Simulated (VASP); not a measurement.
# TiAl (Pm-3m) in VASP: further runs

The runs below take TiAl through relaxation of cell and atoms, single point, with RPBE, r2SCAN+D3(BJ).

Everything below comes from runs of VASP 6.6.1. Logs are shortened: lines on timing, memory, paths and dates and some standing lists are left out, and cuts for length are marked.

## 1. The cell of the first run

It takes space group Pm-3m (No. 221, cubic). Conventional cell: a = 3.179 Å, b = 3.179 Å, c = 3.179 Å, α = 90.00°, β = 90.00°, γ = 90.00°. Within 3.6 Å of Ti (site symmetry m-3m) lie 8 Al at 2.75 Å and 6 Ti at 3.18 Å. Al (site symmetry m-3m) has 8 Ti at 2.75 Å and 6 Al at 3.18 Å within 3.6 Å.

## 2. Relaxation of cell and atoms, RPBE

File INCAR:

```
PREC = Accurate
ENCUT = 600
EDIFF = 1E-6
ISMEAR = -1
SIGMA = 0.05
LREAL = False
LASPH = True
NELM = 80
ALGO = Normal
ISIF = 3
LWAVE = False
LCHARG = False
GGA = RP
IBRION = 2
NSW = 60
EDIFFG = -0.01
```

File KPOINTS:

```
Automatic mesh
0
Gamma
  8 8 8
```

File POSCAR:

```
TiAl
1.0
    3.1790640000      0.0000000000      0.0000000000
    0.0000000000      3.1790640000      0.0000000000
    0.0000000000      0.0000000000      3.1790640000
Ti Al
1 1
Direct
    0.0000000000      0.0000000000      0.0000000000
    0.5000000000      0.5000000000      0.5000000000
```

Potentials or basis: VASP PAW PBE potentials, release 64 (Ti_sv, Al).

On the command line:

```sh
$ cat potpaw_PBE.64/Ti_sv/POTCAR potpaw_PBE.64/Al/POTCAR > POTCAR
$ mpirun -np 1 vasp_std > vasp.out
```

OUTCAR:

```text
PREC = Accurate
   ENCUT = 600
   EDIFF = 1E-6
   ISMEAR = -1
   LREAL = False
   LASPH = True
   NELM = 80
   ISIF = 3
   GGA = RP
   IBRION = 2
   NSW = 60
   EDIFFG = -0.01

 ion  position               nearest neighbor table
   1  0.000  0.000  0.000-   2 2.75   2 2.75   2 2.75   2 2.75   2 2.75   2 2.75   2 2.75   2 2.75

   2  0.500  0.500  0.500-   1 2.75   1 2.75   1 2.75   1 2.75   1 2.75   1 2.75   1 2.75   1 2.75

  LATTYP: Found a simple cubic cell.
 ALAT       =     3.1790640000

  Lattice vectors:

 A1 = (   3.1790640000,   0.0000000000,   0.0000000000)
 A2 = (   0.0000000000,   3.1790640000,   0.0000000000)
 A3 = (   0.0000000000,   0.0000000000,   3.1790640000)

Analysis of symmetry for initial positions (statically):
=====================================================================
 Subroutine PRICEL returns:
 Original cell was already a primitive cell.

 Routine SETGRP: Setting up the symmetry group for a
 simple cubic supercell.

 Subroutine GETGRP returns: Found 48 space group operations
 (whereof 48 operations were pure point group operations)
 out of a pool of 48 trial point group operations.

The static configuration has the point symmetry O_h .

Analysis of symmetry for dynamics (positions and initial velocities):
=====================================================================
 Subroutine PRICEL returns:
 Original cell was already a primitive cell.

 Routine SETGRP: Setting up the symmetry group for a
 simple cubic supercell.

 Subroutine GETGRP returns: Found 48 space group operations
 (whereof 48 operations were pure point group operations)
 out of a pool of 48 trial point group operations.

The dynamic configuration has the point symmetry O_h .

 Subroutine INISYM returns: Found 48 space group operations
 (whereof 48 operations are pure point group operations),
 and found     1 'primitive' translations

----------------------------------------------------------------------------------------

                                     Primitive cell

  volume of cell :      32.1290

  direct lattice vectors                    reciprocal lattice vectors
     3.179064000  0.000000000  0.000000000     0.314557996  0.000000000  0.000000000
     0.000000000  3.179064000  0.000000000     0.000000000  0.314557996  0.000000000
     0.000000000  0.000000000  3.179064000     0.000000000  0.000000000  0.314557996

  length of vectors
     3.179064000  3.179064000  3.179064000     0.314557996  0.314557996  0.314557996

  position of ions in fractional coordinates (direct lattice)
     0.000000000  0.000000000  0.000000000
     0.500000000  0.500000000  0.500000000

  ion indices of the primitive-cell ions
   primitive index   ion index
                 1           1
                 2           2

----------------------------------------------------------------------------------------

 KPOINTS: Automatic mesh

Automatic generation of k-mesh.
 Grid dimensions read from file:
 generate k-points for:    8    8    8

 Generating k-lattice:

  Cartesian coordinates                     Fractional coordinates (reciprocal lattice)
     0.039319749  0.000000000  0.000000000     0.125000000  0.000000000  0.000000000
     0.000000000  0.039319749  0.000000000     0.000000000  0.125000000  0.000000000
     0.000000000  0.000000000  0.039319749     0.000000000  0.000000000  0.125000000

  Length of vectors
     0.039319749  0.039319749  0.039319749

  Shift w.r.t. Gamma in fractional coordinates (k-lattice)
     0.000000000  0.000000000  0.000000000

 Subroutine IBZKPT returns following result:
 ===========================================

 Found     35 irreducible k-points:

 Following reciprocal coordinates:
            Coordinates               Weight
  0.000000  0.000000  0.000000      1.000000
  0.125000  0.000000  0.000000      6.000000
  0.250000  0.000000  0.000000      6.000000
  0.375000  0.000000  0.000000      6.000000
  0.500000  0.000000  0.000000      3.000000
  0.125000  0.125000  0.000000     12.000000
[... 16 lines left out ...]
  0.375000  0.375000  0.125000     24.000000
  0.500000  0.375000  0.125000     24.000000
 [... further k-points ...]
   k-points           NKPTS =     35   k-points in BZ     NKDIM =     35   number of bands    NBANDS=     11
   number of dos      NEDOS =    301   number of ions     NIONS =      2
   total plane-waves  NPLWV =  21952
   dimension x,y,z NGX =    28 NGY =   28 NGZ =   28
   dimension x,y,z NGXF=    56 NGYF=   56 NGZF=   56
   ions per type =               1   1
   NGX,Y,Z   is equivalent  to a cutoff of  14.64, 14.64, 14.64 a.u.
   NGXF,Y,Z  is equivalent  to a cutoff of  29.28, 29.28, 29.28 a.u.
 SYSTEM =  unknown system
   PREC   = accura    normal or accurate (medium, high low for compatibility)
   ISTART =      0    job   : 0-new  1-cont  2-samecut
   ICHARG =      2    charge: 1-file 2-atom 10-const
   ISPIN  =      1    spin polarized calculation?
   LNONCOLLINEAR =      F non collinear calculations
   LSORBIT =      F    spin-orbit coupling
   LASPH  =      T    aspherical Exc in radial PAW
   ENCUT  =  600.0 eV  44.10 Ry    6.64 a.u.   6.35  6.35  6.35*2*pi/ulx,y,z
   NELM   =     80;   NELMIN=  2; NELMDL= -5     # of ELM steps
   EDIFF  = 0.1E-05   stopping-criterion for ELM
   LREAL  =      F    real-space projection
   EDIFFG = -.1E-01   stopping-criterion for IOM
   NSW    =     60    number of steps for IOM
   IBRION =      2    ionic relax: 0-MD 1-quasi-New 2-CG
   NFREE  =      1    steps in history (QN), initial steepest desc. (CG)
   ISIF   =      3    stress and relaxation
   ISYM   =      2    0-nonsym 1-usesym 2-fastsym
   POTIM  = 0.5000    time-step for ionic-motion
   TEBEG  =    0.0;   TEEND  =   0.0 temperature during run
   PSTRESS=    0.0 pullay stress
   NELECT =      15.0000    total number of electrons
   NUPDOWN=      -1.0000    fix difference up-down
   EMIN   =  10.00;   EMAX   =-10.00  energy-range for DOS
   EFERMI =   0.00;   METHOD = LEGACY
   ISMEAR =    -1;   SIGMA  =   0.05  broadening in eV -4-tet -1-fermi 0-gaus
   EFERMI_NEDOS =   21; number of points for ismear=-14 and -15
   IALGO  =     38    algorithm
   IMIX   =      4    mixing-type and parameters
     AMIX     =   0.40;   BMIX     =  1.00
     AMIX_MAG =   1.60;   BMIX_MAG =  1.00
  volume/ion in A,a.u.               =      16.06       108.41
  Fermi-wavevector in a.u.,A,eV,Ry     =   1.270007  2.399964 21.945065  1.612917
  Thomas-Fermi vector in A             =   2.403017
   LORBIT       =      0    0 simple, 1 ext, 2 COOP (PROOUT), +10 PAW based schemes
   GGA     = RP    functional components
   LHFCALC =     F    Hartree Fock is set to
   AEXX    =    0.0000 exact exchange contribution
   IVDW    =     0    specifies the selected vdW correction
   LEPSILON=     F    determine dielectric tensor
   LRPA    =     F    only Hartree local field effects (RPA)
 conjugate gradient relaxation of ions
 non-spin polarized calculation
  energy-cutoff  :      600.00
  volume of cell :       32.13
 maximum number of plane-waves:      1108
 NGX is ok and might be reduce to    28
   NGX = 13   NGY = 13   NGZ = 13

--------------------------------------- Ionic step        1  -------------------------------------------

 number of electron      15.0000003 magnetization

 Free energy of the ion-electron system (eV)
  ---------------------------------------------------
  ext. energy  EPLUGINS =         0.00000000
  ---------------------------------------------------
  free energy    TOTEN  =       -11.45708395 eV

  energy without entropy =      -11.43468877  energy(sigma->0) =      -11.44588636

------------------------ aborting loop because EDIFF is reached ----------------------------------------

  FORCE on cell =-STRESS in cart. coord.  units (eV):
  Direction    XX          YY          ZZ          XY          YZ          ZX
  --------------------------------------------------------------------------------------
  -------------------------------------------------------------------------------------
  Total        0.6769777      0.6769777      0.6769777     -0.0000000      0.0000000     -0.0000000
  in kB       33.7588110     33.7588110     33.7588110     -0.0000000      0.0000000     -0.0000000
  external PRESSURE =      33.7588110 kB  Pullay stress =       0.0000000 kB

 VOLUME and BASIS-vectors are now :
 -----------------------------------------------------------------------------
  energy-cutoff  :      600.00
  volume of cell :       32.13
      direct lattice vectors                 reciprocal lattice vectors
     3.179064000  0.000000000  0.000000000     0.314557996  0.000000000  0.000000000
     0.000000000  3.179064000  0.000000000     0.000000000  0.314557996  0.000000000
     0.000000000  0.000000000  3.179064000     0.000000000  0.000000000  0.314557996
[... 37 lines left out ...]
 POSITION                                       TOTAL-FORCE (eV/Angst)
 -----------------------------------------------------------------------------------
      0.00000      0.00000      0.00000        -0.000000      0.000000      0.000000
      1.61549      1.61549      1.61549         0.000000      0.000000      0.000000
 -----------------------------------------------------------------------------------
    total drift:                               -0.000000     -0.000000     -0.000000

  FREE ENERGIE OF THE ION-ELECTRON SYSTEM (eV)
  ---------------------------------------------------
  free  energy   TOTEN  =       -11.4638663565 eV

  energy  without entropy=      -11.4400952641  energy(sigma->0) =      -11.45198081

--------------------------------------- Ionic step        3  -------------------------------------------

 number of electron      15.0000004 magnetization

 Free energy of the ion-electron system (eV)
  ---------------------------------------------------
  ext. energy  EPLUGINS =         0.00000000
  ---------------------------------------------------
  free energy    TOTEN  =       -11.46740959 eV

  energy without entropy =      -11.44415475  energy(sigma->0) =      -11.45578217

 E-fermi :   8.5679     XC(G=0): -10.8696

 val. band max:        8.5651427523   @ k =   0.5000   0.3750   0.2500
 cond. band min:       8.6411614394   @ k =   0.3750   0.1250   0.0000
 fundamental gap:      0.0760186870
 Fermi energy:         8.5678689358

 k-point     1 :       0.0000    0.0000    0.0000
  band No.  band energies     occupation
      1     -48.5400      2.00000
      2     -24.6734      2.00000
      3     -24.6734      2.00000
      4     -24.6734      2.00000
      5      -0.5863      2.00000
      6       7.1835      2.00000
      7       7.1835      2.00000
      8      10.3191      0.00000
      9      10.3191      0.00000
     10      10.3191      0.00000
     11      12.8442      0.00000

 k-point     2 :       0.1250    0.0000    0.0000
  band No.  band energies     occupation
      1     -48.5382      2.00000
      2     -24.6957      2.00000
      3     -24.6715      2.00000
      4     -24.6715      2.00000
      5      -0.3445      2.00000
      6       7.0247      2.00000
      7       7.2900      2.00000
      8       9.9514      0.00000
      9       9.9514      0.00000
     10      10.3466      0.00000
     11      11.9915      0.00000
[... 295 lines left out ...]
 k-point    24 :       0.5000    0.3750    0.1250
  band No.  band energies     occupation
      1     -48.5151      2.00000
      2     -24.8033      2.00000
      3     -24.7797      2.00000
      4     -24.6694      2.00000
      5       3.5855      2.00000
      6       5.5717      2.00000
      7       6.6268      2.00000
      8       7.9921      1.99998
      9       9.4380      0.00000
     10       9.4639      0.00000
     11      11.2832      0.00000

 [... further k-points ...]
[... 5 lines left out ...]
  --------------------------------------------------------------------------------------
  -------------------------------------------------------------------------------------
  Total       -0.0018700     -0.0018700     -0.0018700      0.0000000      0.0000000     -0.0000000
  in kB       -0.0904417     -0.0904417     -0.0904417      0.0000000      0.0000000     -0.0000000
  external PRESSURE =      -0.0904417 kB  Pullay stress =       0.0000000 kB

 VOLUME and BASIS-vectors are now :
 -----------------------------------------------------------------------------
  energy-cutoff  :      600.00
  volume of cell :       33.13
      direct lattice vectors                 reciprocal lattice vectors
     3.211622073  0.000000000 -0.000000000     0.311369139  0.000000000  0.000000000
    -0.000000000  3.211622073 -0.000000000     0.000000000  0.311369139  0.000000000
    -0.000000000  0.000000000  3.211622073     0.000000000  0.000000000  0.311369139

 POSITION                                       TOTAL-FORCE (eV/Angst)
 -----------------------------------------------------------------------------------
      0.00000      0.00000      0.00000        -0.000000      0.000000      0.000000
      1.60581      1.60581      1.60581         0.000000      0.000000      0.000000
 -----------------------------------------------------------------------------------
    total drift:                               -0.000000     -0.000000     -0.000000

  FREE ENERGIE OF THE ION-ELECTRON SYSTEM (eV)
  ---------------------------------------------------
  free  energy   TOTEN  =       -11.4674095894 eV

  energy  without entropy=      -11.4441547543  energy(sigma->0) =      -11.45578217

 reached required accuracy - stopping structural energy minimisation
```

It took 51 s on 1 thread of AMD EPYC 7R13, shared host; peak memory 0.14 GiB.

What came out:

| Item | Value |
| --- | --- |
| Free energy | -11.4674 eV |
| Relaxed volume | 16.56 Å³/atom |
| Relaxed cell | a = 3.212 Å, b = 3.212 Å, c = 3.212 Å, α = 90.00°, β = 90.00°, γ = 90.00° |
| Space group after relaxing (to 0.05 Å) | Pm-3m (No. 221) |
| Energy gained by relaxing | 5.2 meV/atom |
| Ionic steps | 3 |
| Pressure after relaxing | 0.0 GPa |

The path:
```csv
step,energy change (eV),largest force (eV/Å),pressure (GPa),volume (Å³)
1,0.0000,0.0000,3.38,32.13
2,-0.0068,0.0000,-1.81,33.73
3,-0.0103,0.0000,-0.01,33.13
```

Final structure:
```yaml
crystal:
  lattice:
    - [3.21162, 0.00000, 0.00000]
    - [0.00000, 3.21162, 0.00000]
    - [0.00000, 0.00000, 3.21162]
  atoms:
    - { symbol: Ti, position: [0.00000, 0.00000, 0.00000] }
    - { symbol: Al, position: [0.50000, 0.50000, 0.50000] }
```

Levels at points of the mesh, in eV from the Fermi level:
```
           k point  band 3  band 4  band 5  band 6  band 7  band 8  band 9  band 10  band 11
(0.00, 0.00, 0.00)  -33.24  -33.24   -9.15   -1.38   -1.38    1.75    1.75     1.75     4.28
(0.50, 0.00, 0.00)  -33.23  -33.23   -6.01   -5.12   -0.53    0.16    0.16     1.94     2.85
(0.50, 0.50, 0.00)  -33.37  -33.21   -4.92   -2.13   -2.13   -1.44    0.71     0.71     2.61
(0.50, 0.50, 0.50)  -33.35  -33.35   -3.00   -3.00   -3.00    0.52    2.67     2.67     2.80
```

Caveat: the PAW data sets were made with another functional, which shifts forces and pressure a little.

## 3. Single point, r2SCAN+D3(BJ)

POSCAR is that of step 2.

File INCAR.step1:

```
ALGO     = Normal         # electronic algorithm
EDIFF    = 1E-4           # SCF threshold, eV
ENCUT    = 520            # plane-wave cutoff, eV
GGA      = PE             # functional
ISMEAR   = -1             # smearing method
LASPH    = T              # aspherical terms in the spheres
LCHARG   = F              # write CHGCAR
LREAL    = F              # projectors in reciprocal space
LWAVE    = T              # write WAVECAR
NBANDS   = 14             # bands
NELM     = 80             # most SCF steps
PREC     = Accurate       # precision mode
SIGMA    = 0.05           # smearing width, eV
```

File INCAR.step2:

```
ALGO     = Normal         # electronic algorithm
EDIFF    = 1E-6           # SCF threshold, eV
ENCUT    = 520            # plane-wave cutoff, eV
ISIF     = 2              # what is computed and relaxed
ISMEAR   = -1             # smearing method
ISTART   = 1            
IVDW     = 12             # dispersion correction
LASPH    = T              # aspherical terms in the spheres
LCHARG   = T              # write CHGCAR
LELF     = T              # ELF
LMIXTAU  = T            
LREAL    = F              # projectors in reciprocal space
LVHAR    = T            
LWAVE    = F              # write WAVECAR
METAGGA  = R2SCAN         # meta-GGA
NBANDS   = 14             # bands
NELM     = 80             # most SCF steps
PREC     = Accurate       # precision mode
SIGMA    = 0.05           # smearing width, eV
VDW_A1   = 0.49484001   
VDW_A2   = 5.73083694   
VDW_S6   = 1.0          
VDW_S8   = 0.78981345
```

File KPOINTS:

```
k-points
0
Gamma
  8 8 8
```

Potentials or basis: VASP PAW PBE potentials, release 64 (Ti_sv, Al).

On the command line:

```sh
$ cat potpaw_PBE.64/Ti_sv/POTCAR potpaw_PBE.64/Al/POTCAR > POTCAR
$ cp INCAR.step1 INCAR
$ mpirun -np 1 vasp_std > vasp.out
$ cp INCAR.step2 INCAR
$ mpirun -np 1 vasp_std > vasp.out
```

It took 26 s on 1 thread of Intel Xeon 6975P-C, shared host; peak memory 0.16 GiB.

Results (log left out):

| Item | Value |
| --- | --- |
| Free energy | -20.7741 eV |
| Pressure | -3.0 GPa |
| Dispersion energy per atom | -0.230 eV |

Levels at points of the mesh, in eV from the Fermi level:
```tsv
k point	band 5	band 6	band 7	band 8	band 9	band 10
(0.00, 0.00, 0.00)	-9.85	-1.61	-1.61	2.05	2.05	2.05
(0.50, 0.00, 0.00)	-6.44	-5.59	-0.65	0.29	0.29	2.26
(0.50, 0.50, 0.00)	-5.22	-2.40	-2.40	-1.62	0.88	0.88
(0.50, 0.50, 0.50)	-3.26	-3.26	-3.26	0.94	2.88	2.88
```

Caveat: the PAW data sets were made with another functional, which shifts forces and pressure a little; pairwise dispersion overbinds metals, which lowers pressure and volume.
